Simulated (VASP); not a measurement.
A run of VASP 6.6.1 is set up as follows.

Contents of POSCAR:

```
Ba7SrO8
1.0
   10.8453250000      0.0000000000      0.0000000000
    0.0000000000     10.8453250000      0.0000000000
    0.0000000000      0.0000000000     10.8453250000
O Ba Sr
32 28 4
Direct
    0.2509250000      0.0012650000      0.9998940000
    0.2501190000      0.0004400000      0.4998820000
    0.2582680000      0.4986090000      0.0000590000
    0.2512630000      0.4999380000      0.5000600000
    0.7482140000      0.0087230000      0.0000750000
    0.7496690000      0.0016330000      0.5000930000
    0.7424720000      0.4929110000      0.0002380000
    0.7486090000      0.4989390000      0.5003300000
    0.9909320000      0.2519770000      0.0003270000
    0.9985620000      0.2503770000      0.5001500000
    0.9987880000      0.7491890000      0.9927670000
    0.9996510000      0.7499720000      0.5081190000
    0.5063590000      0.2566670000      0.0059420000
    0.5014590000      0.2517680000      0.4909620000
    0.5016210000      0.7411460000      0.0002990000
    0.5000680000      0.7488770000      0.5001150000
    0.9998310000      0.0004180000      0.2495590000
    0.9995670000      0.9926340000      0.7504520000
    0.9998290000      0.5002110000      0.2483130000
    0.9997080000      0.5073900000      0.7513640000
    0.5001980000      0.0088500000      0.2480610000
    0.5000190000      0.9998910000      0.7511490000
    0.5003020000      0.4929950000      0.2421560000
    0.5001730000      0.4994990000      0.7583230000
    0.2583800000      0.2505210000      0.2480280000
    0.2495810000      0.2503130000      0.7511430000
    0.2501360000      0.7500810000      0.2496480000
    0.2423860000      0.7498880000      0.7505220000
    0.7426550000      0.2506890000      0.2422060000
    0.7492400000      0.2505430000      0.7584910000
    0.7498400000      0.7502830000      0.2482840000
    0.7571210000      0.7500610000      0.7513270000
    0.9981540000      0.0002840000      0.9985900000
    0.9997640000      0.9988300000      0.5015560000
    0.9978940000      0.5001830000      0.9985070000
    0.9998770000      0.5016090000      0.5018240000
    0.5013660000      0.0038610000      0.0012560000
    0.4999840000      0.0018340000      0.4982210000
    0.4999960000      0.4986290000      0.4980070000
    0.2535170000      0.2517050000      0.0012480000
    0.2515340000      0.2503050000      0.4982270000
    0.2499680000      0.7484320000      0.9985690000
    0.2484710000      0.7500850000      0.5016220000
    0.7483310000      0.2503170000      0.4979530000
    0.7498160000      0.7482450000      0.9985210000
    0.7513110000      0.7502560000      0.5018240000
    0.2516350000      0.0019380000      0.2496490000
    0.2483680000      0.9987390000      0.7501920000
    0.2530590000      0.4985610000      0.2481320000
    0.2500440000      0.5013610000      0.7517210000
    0.7482410000      0.0033930000      0.2480880000
    0.7510750000      0.0004040000      0.7517550000
    0.7469990000      0.4973520000      0.2468670000
    0.7496150000      0.4999690000      0.7530280000
    0.9978710000      0.2504330000      0.2481220000
    0.9979770000      0.2503300000      0.7518310000
    0.9999110000      0.7502220000      0.2497880000
    0.5014140000      0.2517000000      0.7535610000
    0.5000830000      0.7481450000      0.2481630000
    0.4999640000      0.7483200000      0.7518220000
    0.5018770000      0.4966710000      0.0015570000
    0.7463330000      0.2522290000      0.0015650000
    0.9996640000      0.7500630000      0.7505060000
    0.5018220000      0.2521210000      0.2460210000
```

File INCAR.step1:

```
SYSTEM = Ba7SrO8
PREC = Accurate
ENCUT = 520
ISMEAR = -1
SIGMA = 0.05
LREAL = Auto
LASPH = .TRUE.
NELM = 60
NBANDS = 294
GGA = PE
ALGO = Normal
EDIFF = 1E-4
LWAVE = .TRUE.
LCHARG = .FALSE.
```

INCAR.step2

```
SYSTEM = Ba7SrO8
PREC = Accurate
ENCUT = 520
EDIFF = 1E-6
ISMEAR = -1
SIGMA = 0.05
LREAL = Auto
LASPH = .TRUE.
NELM = 60
ALGO = Normal
ISIF = 2
LWAVE = .FALSE.
LCHARG = .FALSE.
METAGGA = R2SCAN
LMIXTAU = .TRUE.
NBANDS = 294
ISTART = 1
```

KPOINTS

```
regular mesh
0
G
  1 1 1
  0 0 0
```

Potentials or basis: VASP PAW PBE potentials, release 64 (O, Ba_sv, Sr_sv).

Launch:

```bash
$ cat potpaw_PBE.64/O/POTCAR potpaw_PBE.64/Ba_sv/POTCAR potpaw_PBE.64/Sr_sv/POTCAR > POTCAR
$ cp INCAR.step1 INCAR
$ mpirun -np 1 vasp_gam > vasp.out
$ cp INCAR.step2 INCAR
$ mpirun -np 1 vasp_gam > vasp.out
```

**Question.** Predict the pressure.

**Answer.** 6.8 GPa.

**Question.** Estimate the largest force.

**Answer.** 0.147 eV/Å.

**Question.** Predict the band gap on the k mesh.

**Answer.** 2.14 eV.

Forces in eV/Å, atoms in the order of the input:
```
O    0.022  0.022 -0.001
O    0.020  0.020  0.002
O    0.125 -0.005 -0.001
O    0.031 -0.018  0.008
O   -0.003  0.125 -0.002
O   -0.021  0.033  0.007
O   -0.105 -0.103 -0.004
O   -0.022 -0.022  0.008
O   -0.131  0.002 -0.012
O   -0.032  0.026 -0.002
O   -0.020 -0.023 -0.093
O   -0.014 -0.015  0.104
O    0.086  0.085  0.072
O    0.003  0.002 -0.117
O    0.003 -0.129 -0.012
O    0.024 -0.031 -0.002
O    0.030 -0.016  0.004
O    0.024 -0.132 -0.009
O    0.038  0.028  0.000
O    0.028  0.125  0.000
O   -0.022  0.079  0.018
O   -0.025 -0.033 -0.004
O   -0.019 -0.067 -0.089
O   -0.023  0.034  0.100
O    0.081 -0.023  0.022
O   -0.032 -0.024 -0.001
O   -0.020  0.034  0.005
O   -0.131  0.024 -0.010
O   -0.069 -0.018 -0.089
O    0.034 -0.024  0.097
O    0.028  0.037  0.002
O    0.124  0.027  0.000
Ba   0.036  0.004  0.028
Ba   0.006  0.029 -0.036
Ba   0.045 -0.015  0.030
Ba   0.003 -0.029 -0.045
Ba  -0.016 -0.075 -0.015
Ba  -0.006 -0.035  0.035
Ba  -0.007  0.026  0.037
Ba  -0.071 -0.015 -0.015
Ba  -0.034 -0.008  0.035
Ba   0.003  0.039  0.031
Ba   0.030  0.004 -0.036
Ba   0.024 -0.007  0.037
Ba  -0.014  0.045  0.029
Ba  -0.031  0.000 -0.045
Ba  -0.040 -0.041  0.011
Ba   0.035  0.034 -0.007
Ba  -0.078  0.034  0.043
Ba  -0.005 -0.026 -0.042
Ba   0.035 -0.078  0.045
Ba  -0.028 -0.006 -0.042
Ba   0.063  0.064  0.076
Ba   0.003  0.004 -0.075
Ba   0.043 -0.010  0.026
Ba   0.044 -0.012 -0.036
Ba  -0.004 -0.005  0.017
Ba  -0.015 -0.014 -0.074
Ba  -0.010  0.044  0.025
Ba  -0.009  0.044 -0.036
Sr  -0.019  0.024 -0.015
Sr   0.024 -0.020 -0.015
Sr  -0.001 -0.003  0.004
Sr  -0.015 -0.013  0.023
```

Caveat: the k points lie up to 0.58 Å⁻¹ apart; the PAW data sets were made with another functional, which shifts forces and pressure a little; spin-orbit coupling is left out, which moves the levels of the heavy elements. A k mesh can miss the band edges.
